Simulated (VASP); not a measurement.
Set up this calculation in VASP 6.6.1, as the native input.

```
Task                   : single point
Functional             : PBE
Potentials or basis    : VASP PAW PBE potentials, release 64 (Ba_sv, Re)
Cutoff                 : 520 eV
k mesh                 : 6 × 6 × 2
Occupations            : gaussian, width 0.1 eV
Spin                   : no spin polarisation
Dipole correction      : no
Further INCAR settings : ALGO = Normal; EDIFF = 1e-06; NBANDS = 36
```

The structure of Ba2Re lies in POSCAR:

```
Ba2Re
1.0
    3.7459077896      0.0000000000      0.0000000000
   -1.8729538948      3.2440513061      0.0000000000
    0.0000000000      0.0000000000     17.5321518770
Ba Re
4 2
Direct
    0.3333333333      0.6666666667      0.6226447506
    0.6666666667      0.3333333333      0.1226447506
    0.3333333333      0.6666666667      0.8773552494
    0.6666666667      0.3333333333      0.3773552494
    0.3333333333      0.6666666667      0.2500000000
    0.6666666667      0.3333333333      0.7500000000
```

These files were run (other wordings do the same):

INCAR

```
ALGO = Normal
EDIFF = 1E-6
ENCUT = 520
GGA = PE
ISIF = 2
ISMEAR = 0
LASPH = True
LCHARG = False
LREAL = False
LWAVE = False
NBANDS = 36
NELM = 100
PREC = Accurate
SIGMA = 0.1
```

KPOINTS

```
k-points
0
Gamma
  6 6 2
```

Potentials or basis: VASP PAW PBE potentials, release 64 (Ba_sv, Re).

The run is started by

```bash
$ cat potpaw_PBE.64/Ba_sv/POTCAR potpaw_PBE.64/Re/POTCAR > POTCAR
$ mpirun -np 1 vasp_std > vasp.out
```

Results of the run:

The pressure is 1.1 GPa, the largest force is 0.192 eV/Å and the band gap on the k mesh is zero (band 27 reaches 3.73 eV, above the bottom of band 28 at 2.63 eV).

Caveat: spin-orbit coupling is left out, which moves the levels of the heavy elements.

Wall time 2.9 min on 1 thread of Intel(R) Xeon(R) Platinum 8488C (Sapphire Rapids) (shared host), peak memory 0.36 GiB.
